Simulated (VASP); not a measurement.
Input of a VASP 6.6.1 run:

Contents of INCAR:

```
SYSTEM = Pb
PREC = Accurate
ENCUT = 520
EDIFF = 1E-6
ISMEAR = -1
SIGMA = 0.025851999786435532
LREAL = .False.
LASPH = .True.
NELM = 60
ALGO = Normal
ISIF = 2
LWAVE = .False.
LCHARG = .False.
GGA = PE
IVDW = 12
NBANDS = 21
```

Contents of KPOINTS:

```
regular mesh
0
Gamma
  6 6 4
  0 0 0
```

The input POSCAR:

```
Pb
1.0
    3.0386068135     -1.7503199600      0.0000000000
    3.0386068135      1.7503199600      0.0000000000
   -2.1154626375      0.0000000000      6.0952248674
Pb
2
Direct
    0.0914915900      0.0914915900      0.2737078000
    0.9085084100      0.9085084100      0.7262922000
```

Potentials or basis: VASP PAW PBE potentials, release 64 (Pb_d).

Launch:

```console
$ cat potpaw_PBE.64/Pb_d/POTCAR > POTCAR
$ mpirun -np 1 vasp_std > vasp.out
```

Q: What does it give for the dispersion energy per atom?

A: -0.384 eV.

Q: Estimate the pressure.

A: -0.7 GPa.

Q: What does it give for the largest force?

A: 0.199 eV/Å.

Q: What does it give for the band gap on the k mesh?

A: Zero (band 14 reaches 12.73 eV, above the bottom of band 15 at 5.12 eV).

Stress tensor (GPa, compression positive):
```
-1.77  0.00 -0.04
 0.00 -1.50  0.00
-0.04  0.00  1.06
```

Caveat: spin-orbit coupling is left out, which moves the levels of the heavy elements; pairwise dispersion overbinds metals, which lowers pressure and volume.
